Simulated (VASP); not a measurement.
# LaS (Fm-3m) in VASP: a series of runs

LaS is run at these levels: LDA; tasks: single point.

Program: VASP 6.6.1. These are calculated values, not measurements. Logs are shortened: lines on timing, memory, paths and dates and some standing lists are left out, and cuts for length are marked.

## (1) The cell of the first run

The structure is cubic, space group Fm-3m (No. 225). The conventional cell has a = 5.734 Å, b = 5.734 Å, c = 5.734 Å, α = 90.00°, β = 90.00°, γ = 90.00°. La (site symmetry m-3m) has 6 S at 2.87 Å within 3.8 Å. Within 3.8 Å of S (site symmetry m-3m) lie 6 La at 2.87 Å.

## (2) Single point, LDA

The input, INCAR:

```
PREC = Accurate ; ENCUT = 520
EDIFF = 1E-6 ; ISMEAR = 1
SIGMA = 0.01 ; LREAL = F
LASPH = T ; NELM = 60
ALGO = Normal ; ISIF = 2
LWAVE = F ; LCHARG = T
GGA = CA ; LELF = T
LVHAR = T ; NBANDS = 16
```

The input, KPOINTS:

```
regular mesh
0
Gamma
  7 7 7
```

The input, POSCAR:

```
LaS
1.0
    0.0000000000      2.8672485402      2.8672485402
    2.8672485402      0.0000000000      2.8672485402
    2.8672485402      2.8672485402      0.0000000000
La S
1 1
Direct
    0.0000000000      0.0000000000      0.0000000000
    0.5000000000      0.5000000000      0.5000000000
```

Potentials or basis: VASP PAW LDA potentials, release 64 (La, S).

The run is started by

```
$ cat potpaw_LDA.64/La/POTCAR potpaw_LDA.64/S/POTCAR > POTCAR
$ mpirun -np 1 vasp_std > vasp.out
```

OUTCAR:

```text
PREC = Accurate
   ENCUT = 520
   EDIFF = 1E-6
   ISMEAR = 1
   LREAL = F
   LASPH = T
   NELM = 60
   ISIF = 2
   GGA = CA

 ion  position               nearest neighbor table
   1  0.000  0.000  0.000-   2 2.87   2 2.87   2 2.87   2 2.87   2 2.87   2 2.87
   2  0.500  0.500  0.500-   1 2.87   1 2.87   1 2.87   1 2.87   1 2.87   1 2.87

  LATTYP: Found a face centered cubic cell.
 ALAT       =     5.7344970804

  Lattice vectors:

 A1 = (   0.0000000000,   2.8672485402,   2.8672485402)
 A2 = (   2.8672485402,   0.0000000000,   2.8672485402)
 A3 = (   2.8672485402,   2.8672485402,   0.0000000000)

Analysis of symmetry for initial positions (statically):
=====================================================================
 Subroutine PRICEL returns:
 Original cell was already a primitive cell.

 Routine SETGRP: Setting up the symmetry group for a
 face centered cubic supercell.

 Subroutine GETGRP returns: Found 48 space group operations
 (whereof 48 operations were pure point group operations)
 out of a pool of 48 trial point group operations.

The static configuration has the point symmetry O_h .

Analysis of symmetry for dynamics (positions and initial velocities):
=====================================================================
 Subroutine PRICEL returns:
 Original cell was already a primitive cell.

 Routine SETGRP: Setting up the symmetry group for a
 face centered cubic supercell.

 Subroutine GETGRP returns: Found 48 space group operations
 (whereof 48 operations were pure point group operations)
 out of a pool of 48 trial point group operations.

The dynamic configuration has the point symmetry O_h .

 Subroutine INISYM returns: Found 48 space group operations
 (whereof 48 operations are pure point group operations),
 and found     1 'primitive' translations

----------------------------------------------------------------------------------------

                                     Primitive cell

  volume of cell :      47.1440

  direct lattice vectors                    reciprocal lattice vectors
     0.000000000  2.867248540  2.867248540    -0.174383208  0.174383208  0.174383208
     2.867248540  0.000000000  2.867248540     0.174383208 -0.174383208  0.174383208
     2.867248540  2.867248540  0.000000000     0.174383208  0.174383208 -0.174383208

  length of vectors
     4.054901772  4.054901772  4.054901772     0.302040577  0.302040577  0.302040577

  position of ions in fractional coordinates (direct lattice)
     0.000000000  0.000000000  0.000000000
     0.500000000  0.500000000  0.500000000

  ion indices of the primitive-cell ions
   primitive index   ion index
                 1           1
                 2           2

----------------------------------------------------------------------------------------

 KPOINTS: regular mesh

Automatic generation of k-mesh.
 Grid dimensions read from file:
 generate k-points for:    7    7    7

 Generating k-lattice:

  Cartesian coordinates                     Fractional coordinates (reciprocal lattice)
    -0.024911887  0.024911887  0.024911887     0.142857143  0.000000000  0.000000000
     0.024911887 -0.024911887  0.024911887     0.000000000  0.142857143  0.000000000
     0.024911887  0.024911887 -0.024911887     0.000000000  0.000000000  0.142857143

  Length of vectors
     0.043148654  0.043148654  0.043148654

  Shift w.r.t. Gamma in fractional coordinates (k-lattice)
     0.000000000  0.000000000  0.000000000

 Subroutine IBZKPT returns following result:
 ===========================================

 Found     20 irreducible k-points:

 Following reciprocal coordinates:
            Coordinates               Weight
  0.000000  0.000000  0.000000      1.000000
  0.142857  0.000000  0.000000      8.000000
  0.285714  0.000000  0.000000      8.000000
  0.428571  0.000000  0.000000      8.000000
  0.142857  0.142857  0.000000      6.000000
  0.285714  0.142857  0.000000     24.000000
[... 12 lines left out ...]
 -0.428571  0.428571  0.142857     24.000000
 -0.285714  0.428571  0.142857     24.000000
   k-points           NKPTS =     20   k-points in BZ     NKDIM =     20   number of bands    NBANDS=     16
   number of dos      NEDOS =    301   number of ions     NIONS =      2
   total plane-waves  NPLWV =  27000
   dimension x,y,z NGX =    30 NGY =   30 NGZ =   30
   dimension x,y,z NGXF=    60 NGYF=   60 NGZF=   60
   ions per type =               1   1
   NGX,Y,Z   is equivalent  to a cutoff of  12.30, 12.30, 12.30 a.u.
   NGXF,Y,Z  is equivalent  to a cutoff of  24.60, 24.60, 24.60 a.u.
 SYSTEM =  unknown system
   PREC   = accura    normal or accurate (medium, high low for compatibility)
   ISTART =      0    job   : 0-new  1-cont  2-samecut
   ICHARG =      2    charge: 1-file 2-atom 10-const
   ISPIN  =      1    spin polarized calculation?
   LNONCOLLINEAR =      F non collinear calculations
   LSORBIT =      F    spin-orbit coupling
   LASPH  =      T    aspherical Exc in radial PAW
   ENCUT  =  520.0 eV  38.22 Ry    6.18 a.u.   7.54  7.54  7.54*2*pi/ulx,y,z
   NELM   =     60;   NELMIN=  2; NELMDL= -5     # of ELM steps
   EDIFF  = 0.1E-05   stopping-criterion for ELM
   LREAL  =      F    real-space projection
   EDIFFG = 0.1E-04   stopping-criterion for IOM
   NSW    =      0    number of steps for IOM
   IBRION =     -1    ionic relax: 0-MD 1-quasi-New 2-CG
   NFREE  =      0    steps in history (QN), initial steepest desc. (CG)
   ISIF   =      2    stress and relaxation
   ISYM   =      2    0-nonsym 1-usesym 2-fastsym
   POTIM  = 0.5000    time-step for ionic-motion
   TEBEG  =    0.0;   TEEND  =   0.0 temperature during run
   PSTRESS=    0.0 pullay stress
   NELECT =      17.0000    total number of electrons
   NUPDOWN=      -1.0000    fix difference up-down
   EMIN   =  10.00;   EMAX   =-10.00  energy-range for DOS
   EFERMI =   0.00;   METHOD = LEGACY
   ISMEAR =     1;   SIGMA  =   0.01  broadening in eV -4-tet -1-fermi 0-gaus
   EFERMI_NEDOS =   21; number of points for ismear=-14 and -15
   IALGO  =     38    algorithm
   IMIX   =      4    mixing-type and parameters
     AMIX     =   0.40;   BMIX     =  1.00
     AMIX_MAG =   1.60;   BMIX_MAG =  1.00
  volume/ion in A,a.u.               =      23.57       159.07
  Fermi-wavevector in a.u.,A,eV,Ry     =   1.165241  2.201986 18.473812  1.357787
  Thomas-Fermi vector in A             =   2.301769
   LORBIT       =      0    0 simple, 1 ext, 2 COOP (PROOUT), +10 PAW based schemes
   GGA     = CA    functional components
   LHFCALC =     F    Hartree Fock is set to
   AEXX    =    0.0000 exact exchange contribution
   IVDW    =     0    specifies the selected vdW correction
   LEPSILON=     F    determine dielectric tensor
   LRPA    =     F    only Hartree local field effects (RPA)
 non-spin polarized calculation
 Methfessel and Paxton  Order N= 1 SIGMA  =   0.01
  energy-cutoff  :      520.00
  volume of cell :       47.14
 maximum number of plane-waves:      1283
 NGX is ok and might be reduce to    30
   NGX = 15   NGY = 15   NGZ = 15

 number of electron      17.0000001 magnetization

 Free energy of the ion-electron system (eV)
  ---------------------------------------------------
  ext. energy  EPLUGINS =         0.00000000
  ---------------------------------------------------
  free energy    TOTEN  =       -14.79363412 eV

  energy without entropy =      -14.79361888  energy(sigma->0) =      -14.79362904

 E-fermi :   9.4384     XC(G=0): -10.6047

 val. band max:        9.4026894952   @ k =   0.1429   0.0000   0.0000
 cond. band min:       9.4447343228   @ k =  -0.2857   0.4286   0.1429
 fundamental gap:      0.0420448276
 Fermi energy:         9.4384018272

 k-point     1 :       0.0000    0.0000    0.0000
  band No.  band energies     occupation
      1     -23.3938      2.00000
      2      -6.9200      2.00000
      3      -6.9200      2.00000
      4      -6.9200      2.00000
      5      -4.5675      2.00000
      6       6.1009      2.00000
[... 8 lines left out ...]
     15      11.2307      0.00000
     16      11.5291      0.00000

 k-point     2 :       0.1429    0.0000    0.0000
  band No.  band energies     occupation
      1     -23.3740      2.00000
      2      -7.3430      2.00000
      3      -6.9335      2.00000
      4      -6.9335      2.00000
      5      -4.0971      2.00000
      6       5.4298      2.00000
[... 8 lines left out ...]
     15      11.5325      0.00000
     16      11.6054      0.00000

 k-point     3 :       0.2857    0.0000    0.0000
  band No.  band energies     occupation
      1     -23.3289      2.00000
      2      -8.0123      2.00000
      3      -6.9633      2.00000
      4      -6.9633      2.00000
      5      -3.3078      2.00000
      6       4.2901      2.00000
[... 8 lines left out ...]
     15      11.5401      0.00000
     16      11.9110      0.00000

 k-point     4 :       0.4286    0.0000    0.0000
  band No.  band energies     occupation
      1     -23.2922      2.00000
      2      -8.4266      2.00000
      3      -6.9867      2.00000
      4      -6.9867      2.00000
      5      -2.7767      2.00000
      6       3.5367      2.00000
[... 8 lines left out ...]
     15      11.5463      0.00000
     16      12.3420      0.00000

 k-point     5 :       0.1429    0.1429    0.0000
  band No.  band energies     occupation
      1     -23.3675      2.00000
      2      -7.3375      2.00000
      3      -6.9881      2.00000
      4      -6.9881      2.00000
      5      -4.0399      2.00000
      6       4.8603      2.00000
[... 8 lines left out ...]
     15      11.5724      0.00000
     16      11.6113      0.00000

 k-point     6 :       0.2857    0.1429    0.0000
  band No.  band energies     occupation
      1     -23.3312      2.00000
      2      -7.8014      2.00000
      3      -7.0433      2.00000
      4      -7.0208      2.00000
      5      -3.5822      2.00000
      6       4.2917      2.00000
[... 8 lines left out ...]
     15      11.5430      0.00000
     16      11.7354      0.00000

 k-point     7 :       0.4286    0.1429    0.0000
  band No.  band energies     occupation
      1     -23.2918      2.00000
      2      -8.2273      2.00000
      3      -7.0834      2.00000
      4      -7.0583      2.00000
      5      -3.1529      2.00000
      6       3.9868      2.00000
[... 8 lines left out ...]
     15      11.5153      0.00000
     16      11.9157      0.00000

 k-point     8 :      -0.4286    0.1429    0.0000
  band No.  band energies     occupation
      1     -23.2795      2.00000
      2      -8.3522      2.00000
      3      -7.1514      2.00000
      4      -7.0221      2.00000
      5      -2.9747      2.00000
      6       3.7638      2.00000
[... 8 lines left out ...]
     15      11.5035      0.00000
     16      12.2545      0.00000

 k-point     9 :      -0.2857    0.1429    0.0000
  band No.  band energies     occupation
      1     -23.3038      2.00000
      2      -8.1344      2.00000
      3      -7.1574      2.00000
      4      -6.9613      2.00000
      5      -3.1531      2.00000
      6       3.9260      2.00000
[... 8 lines left out ...]
     15      11.5031      0.00000
     16      12.0594      0.00000
[... 96 lines left out ...]
 k-point    15 :       0.4286    0.4286    0.0000
  band No.  band energies     occupation
      1     -23.2623      2.00000
      2      -7.8194      2.00000
      3      -7.2554      2.00000
      4      -7.2554      2.00000
      5      -4.3745      2.00000
      6       5.5787      2.00000
[... 8 lines left out ...]
     15      11.8259      0.00000
     16      11.8259      0.00000

 k-point    16 :      -0.4286    0.4286    0.0000
  band No.  band energies     occupation
      1     -23.2554      2.00000
      2      -7.7580      2.00000
      3      -7.4849      2.00000
      4      -7.2370      2.00000
      5      -4.2221      2.00000
      6       5.5738      2.00000
[... 8 lines left out ...]
     15      11.5482      0.00000
     16      11.8201      0.00000

 k-point    17 :       0.4286    0.2857    0.1429
  band No.  band energies     occupation
      1     -23.2979      2.00000
      2      -7.9796      2.00000
      3      -7.2309      2.00000
      4      -7.0492      2.00000
      5      -3.4651      2.00000
      6       4.2403      2.00000
[... 8 lines left out ...]
     15      11.5010      0.00000
     16      11.8792      0.00000

 k-point    18 :      -0.4286    0.2857    0.1429
  band No.  band energies     occupation
      1     -23.2710      2.00000
      2      -8.1054      2.00000
      3      -7.3344      2.00000
      4      -7.1314      2.00000
      5      -3.3790      2.00000
      6       4.2247      2.00000
[... 8 lines left out ...]
     15      11.4642      0.00000
     16      12.0280      0.00000

 k-point    19 :      -0.4286    0.4286    0.1429
  band No.  band energies     occupation
      1     -23.2602      2.00000
      2      -7.8265      2.00000
      3      -7.3604      2.00000
      4      -7.3544      2.00000
      5      -3.9364      2.00000
      6       5.0055      2.00000
[... 8 lines left out ...]
     15      11.4827      0.00000
     16      11.8993      0.00000

 k-point    20 :      -0.2857    0.4286    0.1429
  band No.  band energies     occupation
      1     -23.2569      2.00000
      2      -7.7880      2.00000
      3      -7.5862      2.00000
      4      -7.2943      2.00000
      5      -3.6934      2.00000
      6       4.5139      2.00000
[... 8 lines left out ...]
     15      11.4426      0.00000
     16      11.9923      0.00000

------------------------ aborting loop because EDIFF is reached ----------------------------------------

  FORCE on cell =-STRESS in cart. coord.  units (eV):
  Direction    XX          YY          ZZ          XY          YZ          ZX
  --------------------------------------------------------------------------------------
  -------------------------------------------------------------------------------------
  Total        0.5029882      0.5029882      0.5029882      0.0000000      0.0000000      0.0000000
  in kB       17.0939479     17.0939479     17.0939479      0.0000000      0.0000000      0.0000000
  external PRESSURE =      17.0939479 kB  Pullay stress =       0.0000000 kB

 VOLUME and BASIS-vectors are now :
 -----------------------------------------------------------------------------
  energy-cutoff  :      520.00
  volume of cell :       47.14
      direct lattice vectors                 reciprocal lattice vectors
     0.000000000  2.867248540  2.867248540    -0.174383208  0.174383208  0.174383208
     2.867248540  0.000000000  2.867248540     0.174383208 -0.174383208  0.174383208
     2.867248540  2.867248540  0.000000000     0.174383208  0.174383208 -0.174383208

 POSITION                                       TOTAL-FORCE (eV/Angst)
 -----------------------------------------------------------------------------------
      0.00000      0.00000      0.00000         0.000000     -0.000000     -0.000000
      2.86725      2.86725      2.86725        -0.000000      0.000000      0.000000
 -----------------------------------------------------------------------------------
    total drift:                               -0.000000      0.000000      0.000000

  FREE ENERGIE OF THE ION-ELECTRON SYSTEM (eV)
  ---------------------------------------------------
  free  energy   TOTEN  =       -14.7936341238 eV

  energy  without entropy=      -14.7936188820  energy(sigma->0) =      -14.79362904
```

Run time: 20 s. Hardware: 1 thread of Intel Xeon 6975P-C (Granite Rapids), shared host; peak memory 0.16 GiB.

Results:

- Free energy: -14.7936 eV
- Pressure: 1.7 GPa

Caveat: spin-orbit coupling is left out, which moves the levels of the heavy elements.

## (3) Single point, LDA

This run uses another cell than the first one, of 24.07 Å³/atom, 1.021 times its volume.

The input, INCAR:

```
SYSTEM = LaS
PREC = Accurate ; ENCUT = 520
EDIFF = 1E-6 ; ISMEAR = 1
SIGMA = 0.01 ; LREAL = .FALSE.
LASPH = .TRUE. ; NELM = 60
ALGO = Normal ; ISIF = 2
LWAVE = .FALSE. ; LCHARG = .TRUE.
LELF = .TRUE. ; LVHAR = .TRUE.
NBANDS = 16
```

The input, KPOINTS:

```
Automatic mesh
0
G
  7 7 7
  0 0 0
```

The input, POSCAR:

```
LaS
1.0
    0.0000000000      2.8874410966      2.8874410966
    2.8874410966      0.0000000000      2.8874410966
    2.8874410966      2.8874410966      0.0000000000
La S
1 1
Direct
    0.0000000000      0.0000000000      0.0000000000
    0.5000000000      0.5000000000      0.5000000000
```

Potentials or basis: VASP PAW LDA potentials, release 64 (La, S).

The run is started by

```
$ cat potpaw_LDA.64/La/POTCAR potpaw_LDA.64/S/POTCAR > POTCAR
$ mpirun -np 1 vasp_std > vasp.out
```

It took 19 s on 1 thread of Intel Xeon 6975P-C (Granite Rapids), shared host; peak memory 0.16 GiB.

Results (log left out):

| Quantity | Value |
| --- | --- |
| Free energy | -14.7980 eV |
| Pressure | -0.4 GPa |

Levels at points of the mesh, in eV from the Fermi level:
| k point | band 6 | band 7 | band 8 | band 9 | band 10 | band 11 | band 12 | band 13 |
| --- | --- | --- | --- | --- | --- | --- | --- | --- |
| (0.00, 0.00, 0.00) | -3.34 | -3.34 | -3.34 | 0.04 | 0.04 | 0.04 | 1.08 | 1.08 |

Caveat: spin-orbit coupling is left out, which moves the levels of the heavy elements.

(Continued in part 2 of 2.)
